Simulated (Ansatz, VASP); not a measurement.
**Two plane-wave programs on KBr**

The input INCAR:

```
SYSTEM = KBr
PREC     = Accurate       ! precision mode
ENCUT    = 520            ! plane-wave cutoff, eV
EDIFF    = 1E-7           ! SCF threshold, eV
ISMEAR   = 0              ! smearing method
SIGMA    = 0.02           ! smearing width, eV
LREAL    = .FALSE.        ! projectors in reciprocal space
LASPH    = .TRUE.         ! aspherical terms in the spheres
NELM     = 60             ! most SCF steps
ALGO     = Normal         ! electronic algorithm
ISIF     = 2              ! what is computed and relaxed
LWAVE    = .FALSE.        ! write WAVECAR
LCHARG   = .FALSE.        ! write CHGCAR
GGA      = PE             ! functional
NBANDS   = 15             ! bands
```

The input KPOINTS:

```
Automatic mesh
0
G
  6 6 6
  0 0 0
```

The input POSCAR:

```
KBr
1.0
    4.0068244641      0.0354210512      0.0354210512
    0.0354210512      3.8855194941      0.0150013813
    0.0354210512      0.0150013813      3.8855194941
K Br
1 1
Direct
    0.0612076276      0.0061758956      0.0061758956
    0.4387923724      0.4938241044      0.4938241044
```

Input for Ansatz:

```yaml
crystal:
  lattice:
    - [4.0068244641, 0.0354210512, 0.0354210512]
    - [0.0354210512, 3.8855194941, 0.0150013813]
    - [0.0354210512, 0.0150013813, 3.8855194941]
  atoms:
    - { symbol: K, position: [0.0612076276, 0.0061758956, 0.0061758956] }
    - { symbol: Br, position: [0.4387923724, 0.4938241044, 0.4938241044] }
basis:
  ecutwfc: 420
kpoints:
  mp_grid: { grid: [6, 6, 6] }
hamiltonian:
  xc: pbe
scf:
  occupations: { method: gaussian, width: 0.02 }
output:
  forces: true
  stress: true
  eigenvalues: true
```

Alike in both runs: task single point; functional PBE; k mesh 6 × 6 × 6; occupations gaussian, width 0.02 eV; no spin polarisation.

|  | VASP | Ansatz |
| --- | --- | --- |
| version | VASP 6.6.1 | Ansatz 0.2.0 |
| potentials or method | VASP PAW PBE potentials, release 64 (K_sv, Br), cutoff 520 eV | scalar-relativistic, plane waves, PAW |
| valence electrons in the cell | 16 | 16 |

VASP gave:

```
gap on the k mesh at the Fermi level (eV)                     : 4.24
least direct gap on the mesh (eV)                             : 4.42
pressure (GPa)                                                : 3.3
traceless stress, the component that is largest in VASP (GPa) : -1.37
rms of the force components (eV/Å)                            : 0.293
```

Which values does Ansatz return?

gap on the k mesh at the Fermi level (eV): 4.25; least direct gap on the mesh (eV): 4.42; pressure (GPa): 3.2; traceless stress, the component that is largest in VASP (GPa): -1.36; rms of the force components (eV/Å): 0.288.

Atom by atom the forces differ by 0.005 eV/Å (rms over components).
